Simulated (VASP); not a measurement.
Input of a VASP 6.6.1 run:

INCAR

```
PREC     = Accurate       # precision mode
ENCUT    = 520            # plane-wave cutoff, eV
EDIFF    = 1E-6           # SCF threshold, eV
ISMEAR   = 0              # smearing method
SIGMA    = 0.05           # smearing width, eV
LREAL    = F              # projectors in reciprocal space
LASPH    = T              # aspherical terms in the spheres
NELM     = 60             # most SCF steps
ALGO     = Normal         # electronic algorithm
ISIF     = 2              # what is computed and relaxed
LWAVE    = F              # write WAVECAR
LCHARG   = F              # write CHGCAR
NBANDS   = 19             # bands
```

The input KPOINTS:

```
regular mesh
0
Gamma
  6 6 6
```

File POSCAR:

```
SrCl2
1.0
    0.0000000000      3.3460800000      3.4855000000
    3.3460800000      0.0000000000      3.4855000000
    3.3460800000      3.3460800000      0.0000000000
Sr Cl
1 2
Direct
    0.0000000000      0.0000000000      0.0000000000
    0.2500000000      0.2500000000      0.2500000000
    0.7500000000      0.7500000000      0.7500000000
```

Potentials or basis: VASP PAW LDA potentials, release 64 (Sr_sv, Cl).

The run is started by

```bash
$ cat potpaw_LDA.64/Sr_sv/POTCAR potpaw_LDA.64/Cl/POTCAR > POTCAR
$ mpirun -np 1 vasp_std > vasp.out
```

(1) What does it give for the band gap on the k mesh?

(2) What does it give for the pressure?

Results:

(1) 4.97 eV.

(2) 0.5 GPa.

Caveat: the cell differs from its parent crystal (strain -0.040 along x and y, +0.000 along z).
